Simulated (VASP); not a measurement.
Wanted: the native input for a VASP 6.6.1 run.

| Item | Value |
| --- | --- |
| Task | single point |
| Functional | PBE |
| Potentials or basis | VASP PAW PBE potentials, release 64 (Sn_d, Se) |
| Cutoff | 520 eV |
| k mesh | 6 × 6 × 6 |
| Occupations | fermi-dirac, width 0.05 eV |
| Spin | no spin polarisation |
| Dipole correction | no |
| Further INCAR settings | ALGO = Normal; EDIFF = 1e-06; NBANDS = 32 |

The structure of Sn3Se lies in POSCAR:

```
Sn3Se
1.0
    4.8348806308      0.0000000000      0.0000000000
    0.0000000000      4.8348806308      0.0000000000
    0.0000000000      0.0000000000      4.8348806308
Sn Se
3 1
Direct
    0.5000000000      0.5000000000      0.0000000000
    0.5000000000      0.0000000000      0.5000000000
    0.0000000000      0.5000000000      0.5000000000
    0.0000000000      0.0000000000      0.0000000000
```

The input as run:

INCAR

```
SYSTEM = Sn3Se
PREC = Accurate ; ENCUT = 520
EDIFF = 1E-6 ; ISMEAR = -1
SIGMA = 0.05 ; LREAL = .FALSE.
LASPH = .TRUE. ; NELM = 80
ALGO = Normal ; ISIF = 2
LWAVE = .FALSE. ; LCHARG = .FALSE.
GGA = PE ; NBANDS = 32
```

KPOINTS

```
regular mesh
0
G
  6 6 6
  0 0 0
```

Potentials or basis: VASP PAW PBE potentials, release 64 (Sn_d, Se).

Run with:

```sh
$ cat potpaw_PBE.64/Sn_d/POTCAR potpaw_PBE.64/Se/POTCAR > POTCAR
$ mpirun -np 1 vasp_std > vasp.out
```

It gave:

The pressure is -2.3 GPa and the band gap on the k mesh is zero (band 24 reaches 8.40 eV, above the bottom of band 25 at 6.28 eV).

Caveat: spin-orbit coupling is left out, which moves the levels of the heavy elements.

It took 53 s on 1 thread of AMD EPYC 7R43 64-Core Processor (Zen 3) (shared host), peak memory 0.2 GiB.
